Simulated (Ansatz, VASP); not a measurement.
# Cs2C3 in VASP and in Ansatz

```
CELL_PARAMETERS angstrom
-4.66485 0.00000 4.41505
4.66485 0.00000 4.41505
0.00000 7.01646 4.41505
ATOMIC_POSITIONS crystal
Cs 0.75000 0.25000 0.50000
Cs 0.25000 0.75000 0.50000
Cs 0.71227 0.28773 0.00000
Cs 0.28773 0.71227 0.00000
C 0.12460 0.12460 0.14240
C 0.26700 0.26700 0.85760
C 0.87540 0.87540 0.85760
C 0.73300 0.73300 0.14240
C 0.85650 0.85650 0.28700
C 0.14350 0.14350 0.71300
```

Alike in both runs: task single point; functional r2SCAN; k mesh 3 × 3 × 3; no spin polarisation.

```csv
,VASP,Ansatz
version,VASP 6.6.1,Ansatz 0.2.0
potentials or method,"VASP PAW PBE potentials, release 64 (Cs_sv, C), cutoff 520 eV",PAW plane waves
occupations,"fermi-dirac, width 0.1 eV",fermi-dirac
valence electrons in the cell,60,60
```

```tsv
	VASP	Ansatz	Ansatz less VASP
gap on the k mesh at the Fermi level (eV)	none	none	-
pressure (GPa)	-9.2	-9.2	-0.06
rms of the force components (eV/Å)	1.842	1.843	+0.0011
```

VASP's potentials were made for PBE, not for r2SCAN. A gap of «none» marks a metal or a gap that the smearing closes.

Spin-orbit coupling is off throughout.
